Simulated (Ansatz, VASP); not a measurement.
Two plane-wave programs on Mg2ZnO3

INCAR

```
SYSTEM = Mg2ZnO3
ALGO     = Normal         ! electronic algorithm
EDIFF    = 1E-6           ! SCF threshold, eV
ENCUT    = 750            ! plane-wave cutoff, eV
GGA      = PS             ! functional
GGA_COMPAT= .False.      
ISIF     = 2              ! what is computed and relaxed
ISMEAR   = 0              ! smearing method
IVDW     = 13             ! dispersion correction
LASPH    = .True.         ! aspherical terms in the spheres
LCHARG   = .False.        ! write CHGCAR
LDAU     = .True.         ! DFT+U
LDAUJ    = 0 0 0        
LDAUL    = -1 2 -1        ! shell
LDAUPRINT= 1            
LDAUTYPE = 2            
LDAUU    = 0 2 0          ! U, eV
LREAL    = .False.        ! projectors in reciprocal space
LWAVE    = .False.        ! write WAVECAR
NBANDS   = 34             ! bands
NELM     = 200            ! most SCF steps
PREC     = Accurate       ! precision mode
SIGMA    = 0.01           ! smearing width, eV
```

KPOINTS

```
k-points
0
Gamma
  7 7 3
  0 0 0
```

POSCAR

```
Mg2ZnO3
1.0
    3.0329985900      0.0000000000      0.0000000000
   -1.5164993000      2.6266538300      0.0000000000
    0.0000000000      0.0000000000      7.4033160000
Mg Zn O
2 1 3
Direct
    0.3333333291      0.6666666692      0.6657999996
    0.6666666709      0.3333333308      0.3342000004
    0.0000000000      0.0000000000      0.0000000000
    0.3333333291      0.6666666692      0.1726189994
    0.6666666709      0.3333333308      0.8273810006
    0.0000000000      0.0000000000      0.5000000000
```

Input for Ansatz:

```yaml
crystal:
  lattice:
    - [3.03299859, 0.0, 0.0]
    - [-1.5164993, 2.62665383, 0.0]
    - [0.0, 0.0, 7.403316]
  atoms:
    - { symbol: Mg, position: [0.33333332910726315, 0.6666666692047502, 0.665799999621791] }
    - { symbol: Mg, position: [0.6666666708927368, 0.33333333079524985, 0.33420000037820885] }
    - { symbol: Zn, position: [0.0, 0.0, 0.0] }
    - { symbol: O, position: [0.33333332910726315, 0.6666666692047502, 0.17261899937811648] }
    - { symbol: O, position: [0.6666666708927368, 0.33333333079524985, 0.8273810006218835] }
    - { symbol: O, position: [0.0, 0.0, 0.5] }
kpoints:
  mp_grid:
    grid: [7, 7, 3]
hamiltonian:
  xc: pbesol
  dispersion: d4
  hubbard:
    - { species: Zn, l: d, u_eff: 2.0 }
scf:
  occupations:
    method: fixed
output:
  eigenvalues: true
```

Alike in both runs: task single point; functional PBEsol; dispersion D4; k mesh 7 × 7 × 3; no spin polarisation; Hubbard terms Zn d U = 2.0 eV.

|  | VASP | Ansatz |
| --- | --- | --- |
| version | VASP 6.6.1 | Ansatz 0.2.0 |
| potentials or method | VASP PAW PBE potentials, release 64 (Mg_sv, Zn, O) | plane waves, PAW |
| plane-wave cutoff (eV) | 750 | 420 |
| occupations | gaussian, width 0.01 eV | fixed |
| valence electrons in the cell | 50 | 50 |

|  | VASP | Ansatz | Ansatz less VASP |
| --- | --- | --- | --- |
| gap on the k mesh at the Fermi level (eV) | 2.94 | 2.91 | -0.027 |

VASP's potentials were made for PBE, not for PBEsol. The programs project onto different local orbitals, so the same U acts differently, and such runs can settle in different states.
